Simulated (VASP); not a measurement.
# BP (I-4m2) in VASP: a series of runs, part 2 of 2

VASP 6.6.1. The steps go on from the part before.

## Step 4: Single point, r2SCAN (strain +0.0600 x Voigt [0, 1, 0, 0, 0, 0])

The input, POSCAR:

```
BP
1.0
    0.0000000000      2.4051400000      2.2690000000
    2.2690000000      0.0000000000      2.2690000000
    2.2690000000      2.4051400000      0.0000000000
B P
1 1
Direct
    0.0000000000      0.0000000000      0.0000000000
    0.7500000000      0.7500000000      0.7500000000
```

The input, INCAR.step1:

```
PREC = Accurate ; ENCUT = 520
ISMEAR = 0 ; SIGMA = 0.05
LREAL = F ; LASPH = T
NELM = 80 ; NBANDS = 11
GGA = PE ; ALGO = Normal
EDIFF = 1E-4 ; LWAVE = T
LCHARG = F
```

The input, INCAR.step2:

```
PREC = Accurate ; ENCUT = 520
EDIFF = 1E-6 ; ISMEAR = 0
SIGMA = 0.05 ; LREAL = F
LASPH = T ; NELM = 80
ALGO = Normal ; ISIF = 2
LWAVE = F ; LCHARG = F
METAGGA = R2SCAN ; LMIXTAU = T
NBANDS = 11 ; ISTART = 1
```

The input, KPOINTS:

```
regular mesh
0
Gamma
  10 10 10
```

Potentials or basis: VASP PAW PBE potentials, release 64 (B, P).

Launch:

```
$ cat potpaw_PBE.64/B/POTCAR potpaw_PBE.64/P/POTCAR > POTCAR
$ cp INCAR.step1 INCAR
$ mpirun -np 1 vasp_std > vasp.out
$ cp INCAR.step2 INCAR
$ mpirun -np 1 vasp_std > vasp.out
```

OUTCAR:

```text
PREC = Accurate
   ENCUT = 520
   EDIFF = 1E-6
   ISMEAR = 0
   LREAL = F
   LASPH = T
   NELM = 80
   ISIF = 2
   METAGGA = R2SCAN
   ISTART = 1

 ion  position               nearest neighbor table
   1  0.000  0.000  0.000-   2 2.01   2 2.01   2 2.01   2 2.01
   2  0.750  0.750  0.750-   1 2.01   1 2.01   1 2.01   1 2.01

  LATTYP: Found a body centered tetragonal cell.
 ALAT       =     3.2088505730
 C/A-ratio  =     1.4990663761

  Lattice vectors:

 A1 = (   0.0000000000,  -2.4051400000,   2.2690000000)
 A2 = (   0.0000000000,  -2.4051400000,  -2.2690000000)
 A3 = (   2.2690000000,   2.4051400000,   0.0000000000)

Analysis of symmetry for initial positions (statically):
=====================================================================
 Subroutine PRICEL returns:
 Original cell was already a primitive cell.

 Routine SETGRP: Setting up the symmetry group for a
 body centered tetragonal supercell.

 Subroutine GETGRP returns: Found  8 space group operations
 (whereof  8 operations were pure point group operations)
 out of a pool of 16 trial point group operations.

The static configuration has the point symmetry D_2d.

Analysis of symmetry for dynamics (positions and initial velocities):
=====================================================================
 Subroutine PRICEL returns:
 Original cell was already a primitive cell.

 Routine SETGRP: Setting up the symmetry group for a
 body centered tetragonal supercell.

 Subroutine GETGRP returns: Found  8 space group operations
 (whereof  8 operations were pure point group operations)
 out of a pool of 16 trial point group operations.

The dynamic configuration has the point symmetry D_2d.

 Subroutine INISYM returns: Found  8 space group operations
 (whereof  8 operations are pure point group operations),
 and found     1 'primitive' translations

----------------------------------------------------------------------------------------

                                     Primitive cell
[... 114 lines left out ...]
  Thomas-Fermi vector in A             =   2.259955
   LORBIT       =      0    0 simple, 1 ext, 2 COOP (PROOUT), +10 PAW based schemes
   METAGGA = R2SCAN    functional components
   LHFCALC =     F    Hartree Fock is set to
   AEXX    =    0.0000 exact exchange contribution
   IVDW    =     0    specifies the selected vdW correction
   LEPSILON=     F    determine dielectric tensor
   LRPA    =     F    only Hartree local field effects (RPA)
 non-spin polarized calculation
 Gauss-broadening in eV      SIGMA  =   0.05
  energy-cutoff  :      520.00
  volume of cell :       24.77
 maximum number of plane-waves:       677
 NGX is ok and might be reduce to    28
   NGX = 13   NGY = 11   NGZ = 13

 number of electron       7.9999999 magnetization

 Free energy of the ion-electron system (eV)
  ---------------------------------------------------
  ext. energy  EPLUGINS =         0.00000000
  ---------------------------------------------------
  free energy    TOTEN  =       -17.21600098 eV

  energy without entropy =      -17.21600098  energy(sigma->0) =      -17.21600098

 E-fermi :   7.2434     XC(G=0): -11.2419

 val. band max:        6.9251422914   @ k =   0.0000   0.0000   0.0000
 cond. band min:       7.9940836004   @ k =   0.4000   0.4000   0.0000
 fundamental gap:      1.0689413090
 Fermi energy:         7.2433792941

 k-point     1 :       0.0000    0.0000    0.0000
  band No.  band energies     occupation
      1      -9.0174      2.00000
      2       6.2949      2.00000
      3       6.9251      2.00000
      4       6.9251      2.00000
      5      10.1746      0.00000
      6      10.1746      0.00000
      7      10.5276      0.00000
      8      13.7338      0.00000
      9      18.3531      0.00000
     10      18.7296      0.00000
     11      19.9830      0.00000
[... 309 lines left out ...]
 k-point    24 :       0.4000    0.3000    0.0000
  band No.  band energies     occupation
      1      -5.9758      2.00000
      2       0.4699      2.00000
      3       2.6000      2.00000
      4       3.0383      2.00000
      5       8.5584      0.00000
      6      10.5067      0.00000
      7      15.6628      0.00000
      8      17.2123      0.00000
      9      20.8097      0.00000
     10      22.5834      0.00000
     11      24.0678      0.00000

 [... further k-points ...]
[... 5 lines left out ...]
  --------------------------------------------------------------------------------------
  -------------------------------------------------------------------------------------
  Total       -0.5739385     -3.2196291     -0.5739385      0.0000000      0.0000000      0.0000000
  in kB      -37.1309934   -208.2941494    -37.1309934      0.0000000      0.0000000      0.0000000
  external PRESSURE =     -94.1853787 kB  Pullay stress =       0.0000000 kB

 VOLUME and BASIS-vectors are now :
 -----------------------------------------------------------------------------
  energy-cutoff  :      520.00
  volume of cell :       24.77
      direct lattice vectors                 reciprocal lattice vectors
     0.000000000  2.405140000  2.269000000    -0.220361393  0.207888106  0.220361393
     2.269000000  0.000000000  2.269000000     0.220361393 -0.207888106  0.220361393
     2.269000000  2.405140000  0.000000000     0.220361393  0.207888106 -0.220361393

 POSITION                                       TOTAL-FORCE (eV/Angst)
 -----------------------------------------------------------------------------------
      0.00000      0.00000      0.00000         0.000000     -0.000000     -0.000000
      3.40350      3.60771      3.40350        -0.000000      0.000000      0.000000
 -----------------------------------------------------------------------------------
    total drift:                                0.000015     -0.000042      0.000015

  FREE ENERGIE OF THE ION-ELECTRON SYSTEM (eV)
  ---------------------------------------------------
  free  energy   TOTEN  =       -17.2160009795 eV

  energy  without entropy=      -17.2160009795  energy(sigma->0) =      -17.21600098
```

Run time: 86 s. Hardware: 1 thread of Intel Xeon Platinum 8488C (Sapphire Rapids), shared host; peak memory 0.15 GiB.

What came out:

```
Free energy            : -17.2160 eV
Pressure               : -9.4 GPa
Band gap on the k mesh : 1.07 eV (least direct gap 3.25 eV)
```

Caveat: the cell differs from its parent crystal (strain +0.0600 x Voigt [0, 1, 0, 0, 0, 0]); the cell stands under tension; the PAW data sets were made with another functional, which shifts forces and pressure a little.

## Step 5: Overview

| cell | gap on the mesh (eV) | pressure (GPa) |
| --- | --- | --- |
| a = 3.282, b = 3.209 Å, angles 60.7, 58.5, 60.7°, 2 atoms | 1.16 | -7.5 |
| a = 3.294, b = 3.209 Å, angles 60.9, 58.3, 60.9°, 2 atoms | 1.11 | -8.5 |
| a = 3.307, b = 3.209 Å, angles 61.0, 58.1, 61.0°, 2 atoms | 1.07 | -9.4 |

Alike in all rows: task single point; level r2SCAN; potentials or basis VASP PAW PBE potentials, release 64 (B, P); no spin polarisation; k mesh 10 × 10 × 10; cutoff (eV) 520; smearing gaussian 0.05 eV.

Caveats: the cell stands under tension; the PAW data sets were made with another functional, which shifts forces and pressure a little.

Total energies depend on the potentials used, so only differences within one code and one set of settings carry meaning.
